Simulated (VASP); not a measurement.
Write the native input for VASP 6.6.1 that does the following.

| Quantity | Value |
| --- | --- |
| Task | relaxation of shape and atoms at fixed volume |
| Functional | r2SCAN |
| Potentials or basis | VASP PAW PBE potentials, release 64 (Ba_sv, Ti_sv, O) |
| Cutoff | 660 eV |
| k mesh | 6 × 6 × 6 |
| Occupations | gaussian, width 0.02 eV |
| Spin | no spin polarisation |
| Dipole correction | no |
| Further INCAR settings | ALGO = Normal; EDIFF = 1e-07; IBRION = 2; EDIFFG = -0.01; NSW = 50; ISIF = 4 |

The system is BaTiO3.

```
Ba Ti O
1.0
     2.89300    1.67028    2.38169
    -2.89300    1.67028    2.38169
     0.00000   -3.34055    2.38169
Ba Ti O
1 1 3
Direct
  0.00479 0.00479 0.00479
  0.51987 0.51987 0.51987
  0.48889 0.48889 0.97627
  0.48889 0.97627 0.48889
  0.97627 0.48889 0.48889
```

One way to write it, as run:

POSCAR

```
BaTiO3
1.0
    2.8930017531      1.6702753409      2.3816858701
   -2.8930017531      1.6702753409      2.3816858701
    0.0000000000     -3.3405506818      2.3816858701
Ba Ti O
1 1 3
Direct
    0.0047927228      0.0047927228      0.0047927228
    0.5198683629      0.5198683629      0.5198683629
    0.4888862832      0.4888862832      0.9762663478
    0.4888862832      0.9762663478      0.4888862832
    0.9762663478      0.4888862832      0.4888862832
```

INCAR.step1

```
SYSTEM = BaTiO3
ALGO     = Normal         ! electronic algorithm
EDIFF    = 1E-5           ! SCF threshold, eV
EDIFFG   = -0.005         ! ionic threshold
ENCUT    = 660            ! plane-wave cutoff, eV
GGA      = PE             ! functional
GGA_COMPAT= .FALSE.      
IBRION   = 2              ! ionic algorithm
ISIF     = 3              ! what is computed and relaxed
ISMEAR   = 0              ! smearing method
LASPH    = .TRUE.         ! aspherical terms in the spheres
LCHARG   = .FALSE.        ! write CHGCAR
LREAL    = .FALSE.        ! projectors in reciprocal space
LWAVE    = .TRUE.         ! write WAVECAR
NELM     = 120            ! most SCF steps
NELMIN   = 4            
NSW      = 100            ! ionic steps
PREC     = Accurate       ! precision mode
SIGMA    = 0.02           ! smearing width, eV
```

INCAR.step2

```
SYSTEM = BaTiO3
ALGO     = Normal         ! electronic algorithm
EDIFF    = 1E-7           ! SCF threshold, eV
EDIFFG   = -0.01          ! ionic threshold
ENCUT    = 660            ! plane-wave cutoff, eV
GGA_COMPAT= .FALSE.      
IBRION   = 2              ! ionic algorithm
ISIF     = 4              ! what is computed and relaxed
ISMEAR   = 0              ! smearing method
ISTART   = 1            
LASPH    = .TRUE.         ! aspherical terms in the spheres
LCHARG   = .FALSE.        ! write CHGCAR
LMIXTAU  = .TRUE.       
LREAL    = .FALSE.        ! projectors in reciprocal space
LWAVE    = .FALSE.        ! write WAVECAR
METAGGA  = R2SCAN         ! meta-GGA
NELM     = 120            ! most SCF steps
NELMIN   = 4            
NSW      = 50             ! ionic steps
PREC     = Accurate       ! precision mode
SIGMA    = 0.02           ! smearing width, eV
```

KPOINTS

```
k-points
0
G
  6 6 6
  0 0 0
```

Potentials or basis: VASP PAW PBE potentials, release 64 (Ba_sv, Ti_sv, O).

The run is started by

```sh
$ cat potpaw_PBE.64/Ba_sv/POTCAR potpaw_PBE.64/Ti_sv/POTCAR potpaw_PBE.64/O/POTCAR > POTCAR
$ cp INCAR.step1 INCAR
$ mpirun -np 1 vasp_std > vasp.out
$ cp INCAR.step2 INCAR
$ mpirun -np 1 vasp_std > vasp.out
```

It gave:

| Item | Value |
| --- | --- |
| Energy gained by relaxing | 0.7 meV/atom |
| Ionic steps | 7 |
| Pressure after relaxing | -4.9 GPa |
| Largest force after relaxing | 0.006 eV/Å |
| Band gap on the k mesh | 3.07 eV (least direct gap 3.67 eV) |

Caveat: the PAW data sets were made with another functional, which shifts forces and pressure a little; spin-orbit coupling is left out, which moves the levels of the heavy elements.

Run time: 11 min on 1 thread of Intel(R) Xeon(R) 6975P-C (Granite Rapids), with other jobs on the host, peak memory 0.27 GiB.
